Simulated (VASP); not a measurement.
SrO, 4 atoms in the cell. The structure is hexagonal, space group P6_3/mmc (No. 194). The conventional cell has a = 3.731 Å, b = 3.731 Å, c = 5.639 Å, α = 90.00°, β = 90.00°, γ = 120.00°. Within 3.4 Å of Sr (site symmetry -6m2) lie 6 O at 2.57 Å. O (site symmetry -3m) has 6 Sr at 2.57 Å and 2 O at 2.82 Å within 3.4 Å. 

| Item | Value |
| --- | --- |
| Program | VASP 6.6.1 |
| Task | single point |
| Functional | PBEsol |
| Potentials or basis | VASP PAW PBE potentials, release 64 (Sr_sv, O) |
| Cutoff | 520 eV |
| k mesh | 6 × 6 × 4 |
| Occupations | gaussian, width 0.02 eV |
| Spin | no spin polarisation |
| Dipole correction | no |
| Further INCAR settings | ALGO = Normal; EDIFF = 1e-06; NBANDS = 24 |

Potentials or basis: VASP PAW PBE potentials, release 64 (Sr_sv, O).

Run with:

```console
$ cat potpaw_PBE.64/Sr_sv/POTCAR potpaw_PBE.64/O/POTCAR > POTCAR
$ mpirun -np 1 vasp_std > vasp.out
```

Hardware: 1 thread of Intel(R) Xeon(R) Platinum 8259CL CPU @ 2.50GHz (Skylake/Cascade Lake), with other jobs on the host.

Q: Estimate the wall time of this run.

A: It took 26 s on 1 thread of Intel(R) Xeon(R) Platinum 8259CL CPU @ 2.50GHz (Skylake/Cascade Lake) (shared host), peak memory 0.19 GiB. Counts: scf iterations 13, k points 21.
